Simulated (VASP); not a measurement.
# BaS (Fm-3m) in VASP: notebook

The runs below take BaS through single point, relaxation of cell and atoms, with PBE.

Program: VASP 6.6.1. These are calculated values, not measurements. Logs are shortened: lines on timing, memory, paths and dates and some standing lists are left out, and cuts for length are marked.

### Step 1. The cell of the first run

It takes space group Fm-3m (No. 225, cubic). Conventional cell: a = 6.451 Å, b = 6.451 Å, c = 6.451 Å, α = 90.00°, β = 90.00°, γ = 90.00°. Within 4.2 Å of Ba (site symmetry m-3m) lie 6 S at 3.23 Å. S (site symmetry m-3m) has 6 Ba at 3.23 Å within 4.2 Å.

### Step 2. Single point, PBE

File INCAR:

```
SYSTEM = BaS
PREC     = Accurate       ! precision mode
ENCUT    = 520            ! plane-wave cutoff, eV
EDIFF    = 1E-6           ! SCF threshold, eV
ISMEAR   = 0              ! smearing method
SIGMA    = 0.1            ! smearing width, eV
LREAL    = .FALSE.        ! projectors in reciprocal space
LASPH    = .TRUE.         ! aspherical terms in the spheres
NELM     = 100            ! most SCF steps
ALGO     = Normal         ! electronic algorithm
ISIF     = 2              ! what is computed and relaxed
LWAVE    = .FALSE.        ! write WAVECAR
LCHARG   = .FALSE.        ! write CHGCAR
GGA      = PE             ! functional
NBANDS   = 15             ! bands
```

File KPOINTS:

```
regular mesh
0
G
  6 6 6
  0 0 0
```

File POSCAR:

```
BaS
1.0
    0.0000000000      3.2256756180      3.2256756180
    3.2256756180      0.0000000000      3.2256756180
    3.2256756180      3.2256756180      0.0000000000
Ba S
1 1
Direct
    0.0000000000      0.0000000000      0.0000000000
    0.5000000000      0.5000000000      0.5000000000
```

Potentials or basis: VASP PAW PBE potentials, release 64 (Ba_sv, S).

The run is started by

```bash
cat potpaw_PBE.64/Ba_sv/POTCAR potpaw_PBE.64/S/POTCAR > POTCAR
mpirun -np 1 vasp_std > vasp.out
```

OUTCAR:

```text
SYSTEM = BaS
   PREC = Accurate
   ENCUT = 520
   EDIFF = 1E-6
   ISMEAR = 0
   LREAL = .FALSE.
   LASPH = .TRUE.
   NELM = 100
   ISIF = 2
   GGA = PE

 ion  position               nearest neighbor table
   1  0.000  0.000  0.000-   2 3.23   2 3.23   2 3.23   2 3.23   2 3.23   2 3.23
   2  0.500  0.500  0.500-   1 3.23   1 3.23   1 3.23   1 3.23   1 3.23   1 3.23

  LATTYP: Found a face centered cubic cell.
 ALAT       =     6.4513512360

  Lattice vectors:

 A1 = (   0.0000000000,   3.2256756180,   3.2256756180)
 A2 = (   3.2256756180,   0.0000000000,   3.2256756180)
 A3 = (   3.2256756180,   3.2256756180,   0.0000000000)

Analysis of symmetry for initial positions (statically):
=====================================================================
 Subroutine PRICEL returns:
 Original cell was already a primitive cell.

 Routine SETGRP: Setting up the symmetry group for a
 face centered cubic supercell.

 Subroutine GETGRP returns: Found 48 space group operations
 (whereof 48 operations were pure point group operations)
 out of a pool of 48 trial point group operations.

The static configuration has the point symmetry O_h .

Analysis of symmetry for dynamics (positions and initial velocities):
=====================================================================
 Subroutine PRICEL returns:
 Original cell was already a primitive cell.

 Routine SETGRP: Setting up the symmetry group for a
 face centered cubic supercell.

 Subroutine GETGRP returns: Found 48 space group operations
 (whereof 48 operations were pure point group operations)
 out of a pool of 48 trial point group operations.

The dynamic configuration has the point symmetry O_h .

 Subroutine INISYM returns: Found 48 space group operations
 (whereof 48 operations are pure point group operations),
 and found     1 'primitive' translations

----------------------------------------------------------------------------------------

                                     Primitive cell

  volume of cell :      67.1262

  direct lattice vectors                    reciprocal lattice vectors
     0.000000000  3.225675618  3.225675618    -0.155006287  0.155006287  0.155006287
     3.225675618  0.000000000  3.225675618     0.155006287 -0.155006287  0.155006287
     3.225675618  3.225675618  0.000000000     0.155006287  0.155006287 -0.155006287

  length of vectors
     4.561794207  4.561794207  4.561794207     0.268478764  0.268478764  0.268478764

  position of ions in fractional coordinates (direct lattice)
     0.000000000  0.000000000  0.000000000
     0.500000000  0.500000000  0.500000000

  ion indices of the primitive-cell ions
   primitive index   ion index
                 1           1
                 2           2

----------------------------------------------------------------------------------------

 KPOINTS: regular mesh

Automatic generation of k-mesh.
 Grid dimensions read from file:
 generate k-points for:    6    6    6

 Generating k-lattice:

  Cartesian coordinates                     Fractional coordinates (reciprocal lattice)
    -0.025834381  0.025834381  0.025834381     0.166666667  0.000000000  0.000000000
     0.025834381 -0.025834381  0.025834381     0.000000000  0.166666667  0.000000000
     0.025834381  0.025834381 -0.025834381     0.000000000  0.000000000  0.166666667

  Length of vectors
     0.044746461  0.044746461  0.044746461

  Shift w.r.t. Gamma in fractional coordinates (k-lattice)
     0.000000000  0.000000000  0.000000000

 Subroutine IBZKPT returns following result:
 ===========================================

 Found     16 irreducible k-points:

 Following reciprocal coordinates:
            Coordinates               Weight
  0.000000  0.000000  0.000000      1.000000
  0.166667  0.000000  0.000000      8.000000
  0.333333  0.000000  0.000000      8.000000
  0.500000  0.000000  0.000000      4.000000
  0.166667  0.166667  0.000000      6.000000
  0.333333  0.166667  0.000000     24.000000
[... 8 lines left out ...]
 -0.333333  0.333333  0.166667     24.000000
 -0.333333  0.500000  0.166667     12.000000
   k-points           NKPTS =     16   k-points in BZ     NKDIM =     16   number of bands    NBANDS=     15
   number of dos      NEDOS =    301   number of ions     NIONS =      2
   total plane-waves  NPLWV =  46656
   dimension x,y,z NGX =    36 NGY =   36 NGZ =   36
   dimension x,y,z NGXF=    72 NGYF=   72 NGZF=   72
   ions per type =               1   1
   NGX,Y,Z   is equivalent  to a cutoff of  13.12, 13.12, 13.12 a.u.
   NGXF,Y,Z  is equivalent  to a cutoff of  26.24, 26.24, 26.24 a.u.
 SYSTEM =  BaS
   PREC   = accura    normal or accurate (medium, high low for compatibility)
   ISTART =      0    job   : 0-new  1-cont  2-samecut
   ICHARG =      2    charge: 1-file 2-atom 10-const
   ISPIN  =      1    spin polarized calculation?
   LNONCOLLINEAR =      F non collinear calculations
   LSORBIT =      F    spin-orbit coupling
   LASPH  =      T    aspherical Exc in radial PAW
   ENCUT  =  520.0 eV  38.22 Ry    6.18 a.u.   8.48  8.48  8.48*2*pi/ulx,y,z
   NELM   =    100;   NELMIN=  2; NELMDL= -5     # of ELM steps
   EDIFF  = 0.1E-05   stopping-criterion for ELM
   LREAL  =      F    real-space projection
[... 7 lines left out ...]
   TEBEG  =    0.0;   TEEND  =   0.0 temperature during run
   PSTRESS=    0.0 pullay stress
   NELECT =      16.0000    total number of electrons
   NUPDOWN=      -1.0000    fix difference up-down
   EMIN   =  10.00;   EMAX   =-10.00  energy-range for DOS
   EFERMI =   0.00;   METHOD = LEGACY
   ISMEAR =     0;   SIGMA  =   0.10  broadening in eV -4-tet -1-fermi 0-gaus
   EFERMI_NEDOS =   21; number of points for ismear=-14 and -15
   IALGO  =     38    algorithm
   IMIX   =      4    mixing-type and parameters
     AMIX     =   0.40;   BMIX     =  1.00
     AMIX_MAG =   1.60;   BMIX_MAG =  1.00
  volume/ion in A,a.u.               =      33.56       226.49
  Fermi-wavevector in a.u.,A,eV,Ry     =   1.015042  1.918152 14.018230  1.030311
  Thomas-Fermi vector in A             =   2.148305
   LORBIT       =      0    0 simple, 1 ext, 2 COOP (PROOUT), +10 PAW based schemes
   GGA     = PE    functional components
   LHFCALC =     F    Hartree Fock is set to
   AEXX    =    0.0000 exact exchange contribution
   IVDW    =     0    specifies the selected vdW correction
   LEPSILON=     F    determine dielectric tensor
   LRPA    =     F    only Hartree local field effects (RPA)
 non-spin polarized calculation
 Gauss-broadening in eV      SIGMA  =   0.10
  energy-cutoff  :      520.00
  volume of cell :       67.13
 maximum number of plane-waves:      1821
 NGX is ok and might be reduce to    36
   NGX = 17   NGY = 17   NGZ = 17

 number of electron      16.0000001 magnetization

 Free energy of the ion-electron system (eV)
  ---------------------------------------------------
  ext. energy  EPLUGINS =         0.00000000
  ---------------------------------------------------
  free energy    TOTEN  =       -10.19402179 eV

  energy without entropy =      -10.19402179  energy(sigma->0) =      -10.19402179

 E-fermi :   1.7862     XC(G=0):  -8.5024

 val. band max:        1.3020460646   @ k =   0.0000   0.0000   0.0000
 cond. band min:       3.4569624013   @ k =   0.5000   0.5000   0.0000
 fundamental gap:      2.1549163368
 Fermi energy:         1.7861582289

 k-point     1 :       0.0000    0.0000    0.0000
  band No.  band energies     occupation
      1     -24.8690      2.00000
      2      -9.9275      2.00000
      3      -9.9275      2.00000
      4      -9.9275      2.00000
      5      -9.0129      2.00000
      6       1.3020      2.00000
      7       1.3020      2.00000
      8       1.3020      2.00000
      9       4.7576      0.00000
     10       5.1646      0.00000
     11       5.1646      0.00000
     12       5.1646      0.00000
     13       6.0594      0.00000
     14       6.0594      0.00000
     15       9.9839      0.00000

 k-point     2 :       0.1667    0.0000    0.0000
  band No.  band energies     occupation
      1     -24.8594      2.00000
      2     -10.3089      2.00000
      3      -9.9365      2.00000
      4      -9.9365      2.00000
      5      -8.6084      2.00000
      6       0.6696      2.00000
      7       0.9787      2.00000
      8       0.9787      2.00000
      9       5.1882      0.00000
     10       5.5589      0.00000
     11       5.5589      0.00000
     12       5.7244      0.00000
     13       6.8008      0.00000
     14       6.8008      0.00000
     15      10.9998      0.00000

 k-point     3 :       0.3333    0.0000    0.0000
  band No.  band energies     occupation
      1     -24.8403      2.00000
      2     -10.7631      2.00000
      3      -9.9542      2.00000
      4      -9.9542      2.00000
      5      -8.1040      2.00000
      6      -0.2139      2.00000
      7       0.4778      2.00000
      8       0.4778      2.00000
      9       5.7259      0.00000
     10       6.6035      0.00000
     11       6.6035      0.00000
     12       7.1548      0.00000
     13       8.4771      0.00000
     14       8.4771      0.00000
     15      11.4693      0.00000
[... 199 lines left out ...]
 k-point    15 :      -0.3333    0.3333    0.1667
  band No.  band energies     occupation
      1     -24.8218      2.00000
      2     -10.6126      2.00000
      3     -10.1672      2.00000
      4     -10.0796      2.00000
      5      -8.3152      2.00000
      6       0.0602      2.00000
      7       0.6124      2.00000
      8       0.6670      2.00000
      9       5.7230      0.00000
     10       5.8232      0.00000
     11       7.7676      0.00000
     12       8.1576      0.00000
     13       8.5184      0.00000
     14      10.4708      0.00000
     15      10.5345      0.00000

 k-point    16 :      -0.3333    0.5000    0.1667
  band No.  band energies     occupation
      1     -24.8190      2.00000
      2     -10.3253      2.00000
      3     -10.2965      2.00000
      4     -10.1657      2.00000
      5      -8.5600      2.00000
      6       0.4357      2.00000
      7       0.7501      2.00000
      8       0.9077      2.00000
      9       4.5114      0.00000
     10       6.7616      0.00000
     11       7.3450      0.00000
     12       8.1241      0.00000
     13       8.6515      0.00000
     14       9.4169      0.00000
     15      10.9166      0.00000

------------------------ aborting loop because EDIFF is reached ----------------------------------------

  FORCE on cell =-STRESS in cart. coord.  units (eV):
  Direction    XX          YY          ZZ          XY          YZ          ZX
  --------------------------------------------------------------------------------------
  -------------------------------------------------------------------------------------
  Total        0.0397542      0.0397542      0.0397542      0.0000000      0.0000000      0.0000000
  in kB        0.9488594      0.9488594      0.9488594      0.0000000      0.0000000      0.0000000
  external PRESSURE =       0.9488594 kB  Pullay stress =       0.0000000 kB

 VOLUME and BASIS-vectors are now :
 -----------------------------------------------------------------------------
  energy-cutoff  :      520.00
  volume of cell :       67.13
      direct lattice vectors                 reciprocal lattice vectors
     0.000000000  3.225675618  3.225675618    -0.155006287  0.155006287  0.155006287
     3.225675618  0.000000000  3.225675618     0.155006287 -0.155006287  0.155006287
     3.225675618  3.225675618  0.000000000     0.155006287  0.155006287 -0.155006287

 POSITION                                       TOTAL-FORCE (eV/Angst)
 -----------------------------------------------------------------------------------
      0.00000      0.00000      0.00000         0.000000     -0.000000     -0.000000
      3.22568      3.22568      3.22568        -0.000000      0.000000      0.000000
 -----------------------------------------------------------------------------------
    total drift:                                0.000000      0.000000      0.000000

  FREE ENERGIE OF THE ION-ELECTRON SYSTEM (eV)
  ---------------------------------------------------
  free  energy   TOTEN  =       -10.1940217871 eV

  energy  without entropy=      -10.1940217871  energy(sigma->0) =      -10.19402179
```

Run time: 19 s. Hardware: 1 thread of AMD EPYC 7R13 (Zen 3), shared host; peak memory 0.17 GiB.

Results:

- Free energy: -10.1940 eV
- Pressure: 0.1 GPa
- Band gap on the k mesh: 2.15 eV, indirect (least direct gap 2.31 eV)

Caveat: spin-orbit coupling is left out, which moves the levels of the heavy elements. A k mesh can miss the band edges.

### Step 3. Single point, PBE

This run uses another cell than the first one, of 33.21 Å³/atom, 0.989 times its volume.

File INCAR:

```
ALGO = Normal ; EDIFF = 1E-7
ENCUT = 520 ; GGA = PE
ISIF = 2 ; ISMEAR = 0
LASPH = True ; LCHARG = True
LELF = True ; LREAL = False
LVHAR = True ; LWAVE = False
NBANDS = 15 ; NELM = 80
PREC = Accurate ; SIGMA = 0.02
```

File KPOINTS:

```
k-points
0
Gamma
  8 8 8
```

File POSCAR:

```
BaS
1.0
    0.0000000000      3.2142589538      3.2142589538
    3.2142589538      0.0000000000      3.2142589538
    3.2142589538      3.2142589538      0.0000000000
Ba S
1 1
Direct
    0.0000000000      0.0000000000      0.0000000000
    0.5000000000      0.5000000000      0.5000000000
```

Potentials or basis: VASP PAW PBE potentials, release 64 (Ba_sv, S).

The run is started by

```bash
cat potpaw_PBE.64/Ba_sv/POTCAR potpaw_PBE.64/S/POTCAR > POTCAR
mpirun -np 1 vasp_std > vasp.out
```

It took 34 s on 1 thread of AMD EPYC 7R13 (Zen 3), shared host; peak memory 0.18 GiB.

The run converged. Its results:

* Free energy: -10.1927 eV
* Pressure: 0.5 GPa
* Band gap on the k mesh: 2.14 eV, indirect (least direct gap 2.29 eV)

Levels at points of the mesh, in eV from the valence-band top:
```
           k point  band 5  band 6  band 7  band 8  band 9  band 10  band 11  band 12
(0.00, 0.00, 0.00)  -10.33    0.00    0.00    0.00    3.51     3.87     3.87     3.87
(0.50, 0.00, 0.00)   -9.18   -1.89   -1.05   -1.05    5.48     5.63     6.23     6.23
(0.50, 0.50, 0.00)  -10.24   -0.54   -0.15   -0.15    2.14     5.88     5.91     7.39
```

Caveat: spin-orbit coupling is left out, which moves the levels of the heavy elements.

### Step 4. Relaxation of cell and atoms, PBE

File INCAR:

```
SYSTEM = BaS
PREC = Accurate
ENCUT = 600
EDIFF = 1E-7
ISMEAR = 0
SIGMA = 0.02
LREAL = .FALSE.
LASPH = .TRUE.
NELM = 100
ALGO = Normal
ISIF = 3
LWAVE = .FALSE.
LCHARG = .FALSE.
GGA = PE
IBRION = 2
NSW = 100
EDIFFG = -0.01
```

File KPOINTS:

```
Automatic mesh
0
G
  8 8 8
  0 0 0
```

File POSCAR:

```
BaS
1.0
    0.0000000000      3.2256756180      3.2256756180
    3.2256756180      0.0000000000      3.2256756180
    3.2256756180      3.2256756180      0.0000000000
Ba S
1 1
Direct
    0.0000000000      0.0000000000      0.0000000000
    0.5000000000      0.5000000000      0.5000000000
```

The run is started by

```bash
cat potpaw_PBE.64/Ba_sv/POTCAR potpaw_PBE.64/S/POTCAR > POTCAR
mpirun -np 1 vasp_std > vasp.out
```

Wall time 44 s (1 thread of AMD EPYC 7R13 (Zen 3), shared host); peak memory 0.19 GiB.

It converged, with:

```yaml
Free_energy: -10.1947 eV
Relaxed_volume: 33.67 Å³/atom
Relaxed_cell: a = 4.567 Å, b = 4.567 Å, c = 4.567 Å, α = 60.00°, β = 60.00°, γ = 60.00°
Space_group_after_relaxing_to_0.05_Å: Fm-3m (No. 225)
Energy_gained_by_relaxing: 0.0 meV/atom
Ionic_steps: 2
Pressure_after_relaxing: 0.0 GPa
Band_gap_on_the_k_mesh: 2.16 eV, indirect (least direct gap 2.31 eV)
```

Final structure:
```
Ba S
1.0
     0.00000    3.22916    3.22916
     3.22916    0.00000    3.22916
     3.22916    3.22916    0.00000
Ba S
1 1
Direct
  0.00000 0.00000 0.00000
  0.50000 0.50000 0.50000
```

Levels at points of the mesh, in eV from the valence-band top:
```csv
k point,band 6,band 7,band 8,band 9,band 10,band 11
"(0.00, 0.00, 0.00)",0.00,0.00,0.00,3.44,3.86,3.86
"(0.50, 0.00, 0.00)",-1.87,-1.02,-1.02,5.43,5.59,6.18
"(0.50, 0.50, 0.00)",-0.56,-0.15,-0.15,2.16,5.83,5.85
```

Caveat: spin-orbit coupling is left out, which moves the levels of the heavy elements. A k mesh can miss the band edges.

### Step 5. Overview

```tsv
task	cell	k mesh	cutoff (eV)	smearing	gap on the mesh (eV)	pressure (GPa)
single point	a = 4.562 Å, angles 60.0°, 2 atoms	6 × 6 × 6	520	gaussian 0.1 eV	2.15	0.1
single point	a = 4.546 Å, angles 60.0°, 2 atoms	8 × 8 × 8	520	gaussian 0.02 eV	2.14	0.5
relaxation of cell and atoms	relaxed from a = 4.562 Å, angles 60.0°, 2 atoms	8 × 8 × 8	600	gaussian 0.02 eV	2.16	0.0
```

Alike in all rows: level PBE; potentials or basis VASP PAW PBE potentials, release 64 (Ba_sv, S); no spin polarisation.

Caveats: spin-orbit coupling is left out, which moves the levels of the heavy elements.

Total energies depend on the potentials used, so only differences within one code and one set of settings carry meaning.
